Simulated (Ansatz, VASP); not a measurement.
# HfPdSe2: VASP beside Ansatz

```
CELL_PARAMETERS angstrom
4.18715 0.00000 0.00000
0.00000 4.18715 0.00000
0.00000 0.00000 5.84585
ATOMIC_POSITIONS crystal
Hf 0.50000 0.50000 0.00000
Pd 0.00000 0.00000 0.50000
Se 0.50000 0.00000 0.74776
Se 0.00000 0.50000 0.25224
```

Change from the starting cell: species swapped into the InGaAs2 type (P-4m2, No. 115).

Alike in both runs: functional PBE; k mesh 4 × 4 × 4; occupations gaussian, width 0.1 eV; no spin polarisation.

Ansatz relaxed the structure, and its values are those at the end. VASP's run is a single point on that final structure, the one shown.

```csv
,VASP,Ansatz
version,VASP 6.6.1,Ansatz 0.2.0
potentials or method,"VASP PAW PBE potentials, release 64 (Hf_pv, Pd, Se), cutoff 520 eV","scalar-relativistic, plane waves, PAW"
valence electrons in the cell,32,76
```

|  | VASP | Ansatz | Ansatz less VASP |
| --- | --- | --- | --- |
| gap on the k mesh at the Fermi level (eV) | 0.20 | 0.21 | +0.007 |
| least direct gap on the mesh (eV) | 0.85 | 0.86 | +0.008 |
| pressure (GPa) | -0.3 | -0.2 | +0.10 |
| rms of the force components (eV/Å) | 0.010 | 0.004 | -0.0059 |

The functional is the same, so the differences come from potentials, cutoffs and numerics. VASP's potentials hold 32 valence electrons a cell and Ansatz's 76, so a difference there can come from the potentials and not from the codes.

Spin-orbit coupling is off throughout.
